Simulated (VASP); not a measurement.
# LiTa3 (Pm-3m) in VASP: further runs

Runs on LiTa3. Level: PBE. Tasks: single point, relaxation of cell and atoms.

Everything below comes from runs of VASP 6.6.1. Logs are shortened: lines on timing, memory, paths and dates and some standing lists are left out, and cuts for length are marked.

## (1) The cell of the first run

The structure is cubic, space group Pm-3m (No. 221). The conventional cell has a = 3.931 Å, b = 3.931 Å, c = 3.931 Å, α = 90.00°, β = 90.00°, γ = 90.00°. Li (site symmetry m-3m) has 12 Ta at 2.78 Å within 3.7 Å. Within 3.7 Å of Ta (site symmetry 4/mmm) lie 4 Li at 2.78 Å and 8 Ta at 2.78 Å.

## (2) Single point, PBE

INCAR reads:

```
SYSTEM = LiTa3
PREC = Accurate ; ENCUT = 520
EDIFF = 1E-6 ; ISMEAR = 0
SIGMA = 0.1 ; LREAL = .FALSE.
LASPH = .TRUE. ; NELM = 60
ALGO = Fast ; ISIF = 2
LWAVE = .FALSE. ; LCHARG = .TRUE.
GGA = PE ; LELF = .TRUE.
LVHAR = .TRUE. ; NBANDS = 26
```

KPOINTS reads:

```
Automatic mesh
0
G
  4 4 4
  0 0 0
```

POSCAR reads:

```
LiTa3
1.0
    3.9310060713      0.0000000000      0.0000000000
    0.0000000000      3.9310060713      0.0000000000
    0.0000000000      0.0000000000      3.9310060713
Li Ta
1 3
Direct
    0.0000000000      0.0000000000      0.0000000000
    0.0000000000      0.5000000000      0.5000000000
    0.5000000000      0.0000000000      0.5000000000
    0.5000000000      0.5000000000      0.0000000000
```

Potentials or basis: VASP PAW PBE potentials, release 64 (Li_sv, Ta_pv).

Command:

```console
$ cat potpaw_PBE.64/Li_sv/POTCAR potpaw_PBE.64/Ta_pv/POTCAR > POTCAR
$ mpirun -np 1 vasp_std > vasp.out
```

OUTCAR:

```text
SYSTEM = LiTa3
   PREC = Accurate
   ENCUT = 520
   EDIFF = 1E-6
   ISMEAR = 0
   LREAL = .FALSE.
   LASPH = .TRUE.
   NELM = 60
   ISIF = 2
   GGA = PE

 ion  position               nearest neighbor table
   1  0.000  0.000  0.000-   2 2.78   3 2.78   4 2.78   2 2.78   3 2.78   2 2.78   4 2.78   2 2.78
                             3 2.78   4 2.78   3 2.78   4 2.78
   2  0.000  0.500  0.500-   1 2.78   3 2.78   4 2.78   1 2.78   4 2.78   1 2.78   3 2.78   1 2.78
                             3 2.78   4 2.78   4 2.78   3 2.78
   3  0.500  0.000  0.500-   1 2.78   2 2.78   4 2.78   1 2.78   4 2.78   2 2.78   4 2.78   4 2.78
                             1 2.78   2 2.78   1 2.78   2 2.78
   4  0.500  0.500  0.000-   1 2.78   2 2.78   3 2.78   2 2.78   3 2.78   1 2.78   3 2.78   3 2.78
                             1 2.78   2 2.78   2 2.78   1 2.78

  LATTYP: Found a simple cubic cell.
 ALAT       =     3.9310060713

  Lattice vectors:

 A1 = (   3.9310060713,   0.0000000000,   0.0000000000)
 A2 = (   0.0000000000,   3.9310060713,   0.0000000000)
 A3 = (   0.0000000000,   0.0000000000,   3.9310060713)

Analysis of symmetry for initial positions (statically):
=====================================================================
 Subroutine PRICEL returns:
 Original cell was already a primitive cell.

 Routine SETGRP: Setting up the symmetry group for a
 simple cubic supercell.

 Subroutine GETGRP returns: Found 48 space group operations
 (whereof 48 operations were pure point group operations)
 out of a pool of 48 trial point group operations.

The static configuration has the point symmetry O_h .

Analysis of symmetry for dynamics (positions and initial velocities):
=====================================================================
 Subroutine PRICEL returns:
 Original cell was already a primitive cell.

 Routine SETGRP: Setting up the symmetry group for a
 simple cubic supercell.

 Subroutine GETGRP returns: Found 48 space group operations
 (whereof 48 operations were pure point group operations)
 out of a pool of 48 trial point group operations.

The dynamic configuration has the point symmetry O_h .

 Subroutine INISYM returns: Found 48 space group operations
 (whereof 48 operations are pure point group operations),
 and found     1 'primitive' translations

----------------------------------------------------------------------------------------

                                     Primitive cell

  volume of cell :      60.7451

  direct lattice vectors                    reciprocal lattice vectors
     3.931006071  0.000000000  0.000000000     0.254387803  0.000000000  0.000000000
     0.000000000  3.931006071  0.000000000     0.000000000  0.254387803  0.000000000
     0.000000000  0.000000000  3.931006071     0.000000000  0.000000000  0.254387803

  length of vectors
     3.931006071  3.931006071  3.931006071     0.254387803  0.254387803  0.254387803

  position of ions in fractional coordinates (direct lattice)
     0.000000000  0.000000000  0.000000000
     0.000000000  0.500000000  0.500000000
     0.500000000  0.000000000  0.500000000
     0.500000000  0.500000000  0.000000000

  ion indices of the primitive-cell ions
   primitive index   ion index
                 1           1
                 2           2
                 3           3
                 4           4

----------------------------------------------------------------------------------------

 KPOINTS: Automatic mesh

Automatic generation of k-mesh.
 Grid dimensions read from file:
 generate k-points for:    4    4    4

 Generating k-lattice:

  Cartesian coordinates                     Fractional coordinates (reciprocal lattice)
     0.063596951  0.000000000  0.000000000     0.250000000  0.000000000  0.000000000
     0.000000000  0.063596951  0.000000000     0.000000000  0.250000000  0.000000000
     0.000000000  0.000000000  0.063596951     0.000000000  0.000000000  0.250000000

  Length of vectors
     0.063596951  0.063596951  0.063596951

  Shift w.r.t. Gamma in fractional coordinates (k-lattice)
     0.000000000  0.000000000  0.000000000

 Subroutine IBZKPT returns following result:
 ===========================================

 Found     10 irreducible k-points:

 Following reciprocal coordinates:
            Coordinates               Weight
  0.000000  0.000000  0.000000      1.000000
  0.250000  0.000000  0.000000      6.000000
  0.500000  0.000000  0.000000      3.000000
  0.250000  0.250000  0.000000     12.000000
  0.500000  0.250000  0.000000     12.000000
  0.500000  0.500000  0.000000      3.000000
  0.250000  0.250000  0.250000      8.000000
  0.500000  0.250000  0.250000     12.000000
  0.500000  0.500000  0.250000      6.000000
  0.500000  0.500000  0.500000      1.000000
   k-points           NKPTS =     10   k-points in BZ     NKDIM =     10   number of bands    NBANDS=     26
   number of dos      NEDOS =    301   number of ions     NIONS =      4
   total plane-waves  NPLWV =  27000
   dimension x,y,z NGX =    30 NGY =   30 NGZ =   30
   dimension x,y,z NGXF=    60 NGYF=   60 NGZF=   60
   ions per type =               1   3
   NGX,Y,Z   is equivalent  to a cutoff of  12.69, 12.69, 12.69 a.u.
   NGXF,Y,Z  is equivalent  to a cutoff of  25.37, 25.37, 25.37 a.u.
 SYSTEM =  LiTa3
   PREC   = accura    normal or accurate (medium, high low for compatibility)
   ISTART =      0    job   : 0-new  1-cont  2-samecut
   ICHARG =      2    charge: 1-file 2-atom 10-const
   ISPIN  =      1    spin polarized calculation?
   LNONCOLLINEAR =      F non collinear calculations
   LSORBIT =      F    spin-orbit coupling
   LASPH  =      T    aspherical Exc in radial PAW
   ENCUT  =  520.0 eV  38.22 Ry    6.18 a.u.   7.31  7.31  7.31*2*pi/ulx,y,z
   NELM   =     60;   NELMIN=  2; NELMDL= -5     # of ELM steps
   EDIFF  = 0.1E-05   stopping-criterion for ELM
   LREAL  =      F    real-space projection
   EDIFFG = 0.1E-04   stopping-criterion for IOM
   NSW    =      0    number of steps for IOM
   IBRION =     -1    ionic relax: 0-MD 1-quasi-New 2-CG
   NFREE  =      0    steps in history (QN), initial steepest desc. (CG)
   ISIF   =      2    stress and relaxation
   ISYM   =      2    0-nonsym 1-usesym 2-fastsym
   POTIM  = 0.5000    time-step for ionic-motion
   TEBEG  =    0.0;   TEEND  =   0.0 temperature during run
   PSTRESS=    0.0 pullay stress
   NELECT =      36.0000    total number of electrons
   NUPDOWN=      -1.0000    fix difference up-down
   EMIN   =  10.00;   EMAX   =-10.00  energy-range for DOS
   EFERMI =   0.00;   METHOD = LEGACY
   ISMEAR =     0;   SIGMA  =   0.10  broadening in eV -4-tet -1-fermi 0-gaus
   EFERMI_NEDOS =   21; number of points for ismear=-14 and -15
   IALGO  =     68    algorithm
   IMIX   =      4    mixing-type and parameters
     AMIX     =   0.40;   BMIX     =  1.00
     AMIX_MAG =   1.60;   BMIX_MAG =  1.00
  volume/ion in A,a.u.               =      15.19       102.48
  Fermi-wavevector in a.u.,A,eV,Ry     =   1.375114  2.598588 25.727770  1.890938
  Thomas-Fermi vector in A             =   2.500479
   LORBIT       =      0    0 simple, 1 ext, 2 COOP (PROOUT), +10 PAW based schemes
   GGA     = PE    functional components
   LHFCALC =     F    Hartree Fock is set to
   AEXX    =    0.0000 exact exchange contribution
   IVDW    =     0    specifies the selected vdW correction
   LEPSILON=     F    determine dielectric tensor
   LRPA    =     F    only Hartree local field effects (RPA)
 non-spin polarized calculation
 RMM-DIIS sequential band-by-band and
 Gauss-broadening in eV      SIGMA  =   0.10
  energy-cutoff  :      520.00
  volume of cell :       60.75
 maximum number of plane-waves:      1666
 NGX is ok and might be reduce to    30
   NGX = 15   NGY = 15   NGZ = 15

 number of electron      35.9999992 magnetization

 Free energy of the ion-electron system (eV)
  ---------------------------------------------------
  ext. energy  EPLUGINS =         0.00000000
  ---------------------------------------------------
  free energy    TOTEN  =       -35.33878571 eV

  energy without entropy =      -35.31711249  energy(sigma->0) =      -35.32794910

 E-fermi :   5.6916     XC(G=0): -12.3050

 val. band max:        5.6841079047   @ k =   0.5000   0.2500   0.2500
 cond. band min:       5.8564547960   @ k =   0.2500   0.2500   0.2500
 fundamental gap:      0.1723468913
 Fermi energy:         5.6915622323

 k-point     1 :       0.0000    0.0000    0.0000
  band No.  band energies     occupation
      1     -38.3952      2.00000
      2     -28.8622      2.00000
      3     -28.8622      2.00000
      4     -28.8622      2.00000
      5     -28.0032      2.00000
      6     -28.0032      2.00000
[... 18 lines left out ...]
     25      11.1703      0.00000
     26      13.1685      0.00000

 k-point     2 :       0.2500    0.0000    0.0000
  band No.  band energies     occupation
      1     -38.3956      2.00000
      2     -28.7631      2.00000
      3     -28.7631      2.00000
      4     -28.6996      2.00000
      5     -28.0471      2.00000
      6     -28.0471      2.00000
[... 18 lines left out ...]
     25      10.9563      0.00000
     26      11.6018      0.00000

 k-point     3 :       0.5000    0.0000    0.0000
  band No.  band energies     occupation
      1     -38.3961      2.00000
      2     -28.6283      2.00000
      3     -28.6283      2.00000
      4     -28.2832      2.00000
      5     -28.2613      2.00000
      6     -28.1335      2.00000
[... 18 lines left out ...]
     25       8.7685      0.00000
     26      11.4568      0.00000

 k-point     4 :       0.2500    0.2500    0.0000
  band No.  band energies     occupation
      1     -38.3957      2.00000
      2     -28.8348      2.00000
      3     -28.6567      2.00000
      4     -28.4556      2.00000
      5     -28.2964      2.00000
      6     -28.0672      2.00000
[... 18 lines left out ...]
     25      10.2879      0.00000
     26      10.6998      0.00000

 k-point     5 :       0.5000    0.2500    0.0000
  band No.  band energies     occupation
      1     -38.3958      2.00000
      2     -28.7467      2.00000
      3     -28.5563      2.00000
      4     -28.5018      2.00000
      5     -28.1879      2.00000
      6     -28.1604      2.00000
[... 18 lines left out ...]
     25      10.0086      0.00000
     26      10.0232      0.00000

 k-point     6 :       0.5000    0.5000    0.0000
  band No.  band energies     occupation
      1     -38.3957      2.00000
      2     -28.8303      2.00000
      3     -28.7105      2.00000
      4     -28.2295      2.00000
      5     -28.1610      2.00000
      6     -28.1610      2.00000
[... 18 lines left out ...]
     25       9.4477      0.00000
     26       9.6555      0.00000

 k-point     7 :       0.2500    0.2500    0.2500
  band No.  band energies     occupation
      1     -38.3956      2.00000
      2     -28.9934      2.00000
      3     -28.4842      2.00000
      4     -28.4842      2.00000
      5     -28.2971      2.00000
      6     -28.1179      2.00000
[... 18 lines left out ...]
     25       9.3960      0.00000
     26      10.6908      0.00000

 k-point     8 :       0.5000    0.2500    0.2500
  band No.  band energies     occupation
      1     -38.3955      2.00000
      2     -29.0230      2.00000
      3     -28.5774      2.00000
      4     -28.5192      2.00000
      5     -28.4056      2.00000
      6     -28.1364      2.00000
[... 18 lines left out ...]
     25       9.4726      0.00000
     26      10.3101      0.00000

 k-point     9 :       0.5000    0.5000    0.2500
  band No.  band energies     occupation
      1     -38.3949      2.00000
      2     -29.1612      2.00000
      3     -28.7108      2.00000
      4     -28.5472      2.00000
      5     -28.5472      2.00000
      6     -27.8716      2.00000
[... 18 lines left out ...]
     25       9.6791      0.00000
     26      10.0085      0.00000

 k-point    10 :       0.5000    0.5000    0.5000
  band No.  band energies     occupation
      1     -38.3942      2.00000
      2     -29.3646      2.00000
      3     -28.7112      2.00000
      4     -28.7112      2.00000
      5     -28.7112      2.00000
      6     -27.6410      2.00000
[... 18 lines left out ...]
     25       9.8009      0.00000
     26       9.8009      0.00000

------------------------ aborting loop because EDIFF is reached ----------------------------------------

  FORCE on cell =-STRESS in cart. coord.  units (eV):
  Direction    XX          YY          ZZ          XY          YZ          ZX
  --------------------------------------------------------------------------------------
  -------------------------------------------------------------------------------------
  Total        8.4004466      8.4004466      8.4004466     -0.0000000     -0.0000000     -0.0000000
  in kB      221.5653346    221.5653346    221.5653346     -0.0000000     -0.0000000     -0.0000000
  external PRESSURE =     221.5653346 kB  Pullay stress =       0.0000000 kB

 VOLUME and BASIS-vectors are now :
 -----------------------------------------------------------------------------
  energy-cutoff  :      520.00
  volume of cell :       60.75
      direct lattice vectors                 reciprocal lattice vectors
     3.931006071  0.000000000  0.000000000     0.254387803  0.000000000  0.000000000
     0.000000000  3.931006071  0.000000000     0.000000000  0.254387803  0.000000000
     0.000000000  0.000000000  3.931006071     0.000000000  0.000000000  0.254387803

 POSITION                                       TOTAL-FORCE (eV/Angst)
 -----------------------------------------------------------------------------------
      0.00000      0.00000      0.00000         0.000000      0.000000      0.000000
      0.00000      1.96550      1.96550         0.000000      0.000000      0.000000
      1.96550      0.00000      1.96550         0.000000      0.000000      0.000000
      1.96550      1.96550      0.00000         0.000000      0.000000      0.000000
 -----------------------------------------------------------------------------------
    total drift:                                0.000000      0.000000     -0.000000

  FREE ENERGIE OF THE ION-ELECTRON SYSTEM (eV)
  ---------------------------------------------------
  free  energy   TOTEN  =       -35.3387857133 eV

  energy  without entropy=      -35.3171124922  energy(sigma->0) =      -35.32794910
```

Run time: 36 s. Hardware: 1 thread of Intel Xeon Platinum 8175M at 2.50GHz (Skylake/Cascade Lake), shared host; peak memory 0.16 GiB.

Results:

```yaml
Free_energy: -35.3388 eV
Band_gap_on_the_k_mesh: zero (bands 18 and 19 overlap by 3.17 eV)
```

Caveat: the k points lie up to 0.40 Å⁻¹ apart, too coarse for converged energies and pressures of a metal; the cutoff is under 1.25 times the usual one of these potentials, so pressure, stress and relaxed cells hold a basis-set (Pulay) error; spin-orbit coupling is left out, which moves the levels of the heavy elements.

## (3) Single point, PBE

This run uses another cell than the first one, of 17.23 Å³/atom.

INCAR reads:

```
SYSTEM = LiTa3
PREC = Accurate
ENCUT = 520
EDIFF = 1E-7
ISMEAR = 0
SIGMA = 0.1
LREAL = .False.
LASPH = .True.
NELM = 100
ALGO = Fast
ISIF = 2
LWAVE = .False.
LCHARG = .False.
GGA = PE
NBANDS = 26
```

KPOINTS reads:

```
regular mesh
0
Gamma
  4 4 4
  0 0 0
```

POSCAR reads:

```
LiTa3
1.0
    4.0997628956      0.0000000000      0.0000000000
    0.0000000000      4.0997628956      0.0000000000
    0.0000000000      0.0000000000      4.0997628956
Li Ta
1 3
Direct
    0.0000000000      0.0000000000      0.0000000000
    0.0000000000      0.5000000000      0.5000000000
    0.5000000000      0.0000000000      0.5000000000
    0.5000000000      0.5000000000      0.0000000000
```

Potentials or basis: VASP PAW PBE potentials, release 64 (Li_sv, Ta_pv).

Command:

```console
$ cat potpaw_PBE.64/Li_sv/POTCAR potpaw_PBE.64/Ta_pv/POTCAR > POTCAR
$ mpirun -np 1 vasp_std > vasp.out
```

It took 66 s on 1 thread of Intel Xeon Platinum 8175M at 2.50GHz (Skylake/Cascade Lake), shared host; peak memory 0.17 GiB.

Results (log left out):

```
Free energy            : -35.8491 eV
Band gap on the k mesh : zero (bands 18 and 19 overlap by 2.73 eV)
```

Levels at points of the mesh, in eV from the Fermi level:
```
           k point  band 16  band 17  band 18  band 19  band 20  band 21
(0.00, 0.00, 0.00)    -2.52    -2.52     2.57     2.57     2.57     2.79
(0.50, 0.00, 0.00)    -1.33    -0.54     0.20     0.20     0.99     1.34
(0.50, 0.50, 0.00)    -1.13    -0.92    -0.92     0.41     0.41     1.56
(0.50, 0.50, 0.50)     0.29     0.29     0.61     0.61     0.61     1.10
```

Caveat: the k points lie up to 0.38 Å⁻¹ apart, too coarse for converged energies and pressures of a metal; the cutoff is under 1.25 times the usual one of these potentials, so pressure, stress and relaxed cells hold a basis-set (Pulay) error; spin-orbit coupling is left out, which moves the levels of the heavy elements.

## (4) Relaxation of cell and atoms, PBE

INCAR reads:

```
  ALGO = Fast
  EDIFF = 1E-7
  EDIFFG = -0.04
  ENCUT = 600
  GGA = PE
  IBRION = 2
  ISIF = 3
  ISMEAR = 0
  LASPH = True
  LCHARG = False
  LREAL = False
  LWAVE = False
  NELM = 60
  NSW = 90
  PREC = Accurate
  SIGMA = 0.1
```

KPOINTS reads:

```
k-points
0
Gamma
  4 4 4
```

POSCAR reads:

```
LiTa3
1.0
    3.9310060713      0.0000000000      0.0000000000
    0.0000000000      3.9310060713      0.0000000000
    0.0000000000      0.0000000000      3.9310060713
Li Ta
1 3
Direct
    0.0000000000      0.0000000000      0.0000000000
    0.0000000000      0.5000000000      0.5000000000
    0.5000000000      0.0000000000      0.5000000000
    0.5000000000      0.5000000000      0.0000000000
```

Command:

```console
$ cat potpaw_PBE.64/Li_sv/POTCAR potpaw_PBE.64/Ta_pv/POTCAR > POTCAR
$ mpirun -np 1 vasp_std > vasp.out
```

Run time: 2.5 min. Hardware: 1 thread of Intel Xeon Platinum 8175M at 2.50GHz (Skylake/Cascade Lake), shared host; peak memory 0.19 GiB.

The run converged. Its results:

```yaml
Free_energy: -35.8468 eV
Relaxed_volume: 17.20 Å³/atom
Relaxed_cell: a = 4.098 Å, b = 4.098 Å, c = 4.098 Å, α = 90.00°, β = 90.00°, γ = 90.00°
Space_group_after_relaxing_to_0.1_Å: Pm-3m (No. 221)
Energy_gained_by_relaxing: 126.5 meV/atom
Ionic_steps: 4
Pressure_after_relaxing: -0.1 GPa
Band_gap_on_the_k_mesh: zero (bands 18 and 19 overlap by 2.74 eV)
```

The path:
```tsv
step	energy change (eV)	largest force (eV/Å)	pressure (GPa)	volume (Å³)
1	0.0000	0.0000	22.16	60.75
2	0.2607	0.0000	-17.35	81.14
3	-0.5055	0.0000	-0.64	69.07
4	-0.5062	0.0000	-0.07	68.80
```

Final structure:
```
Li Ta
1.0
     4.09751    0.00000    0.00000
     0.00000    4.09751    0.00000
     0.00000    0.00000    4.09751
Li Ta
1 3
Direct
  0.00000 0.00000 0.00000
  0.00000 0.50000 0.50000
  0.50000 0.00000 0.50000
  0.50000 0.50000 0.00000
```

Levels at points of the mesh, in eV from the Fermi level:
```
           k point  band 14  band 15  band 16  band 17  band 18  band 19  band 20  band 21  band 22
(0.00, 0.00, 0.00)    -2.70    -2.52    -2.52    -2.52     2.58     2.58     2.79     2.80     2.80
(0.50, 0.00, 0.00)    -1.98    -1.33    -1.33    -0.54     0.20     0.20     0.99     1.34     1.38
(0.50, 0.50, 0.00)    -1.72    -1.52    -1.13    -0.92    -0.92     0.41     0.41     1.56     1.96
(0.50, 0.50, 0.50)    -3.43     0.29     0.29     0.29     0.61     0.61     0.61     1.11     2.10
```

Caveat: the k points lie up to 0.38 Å⁻¹ apart in the final cell, too coarse for converged energies and pressures of a metal; the cutoff is under 1.25 times the usual one of these potentials, so pressure, stress and relaxed cells hold a basis-set (Pulay) error; spin-orbit coupling is left out, which moves the levels of the heavy elements.

[end of part 1 of 2]

The gap in the log of VASP goes by the Fermi energy; the results here count the filled bands.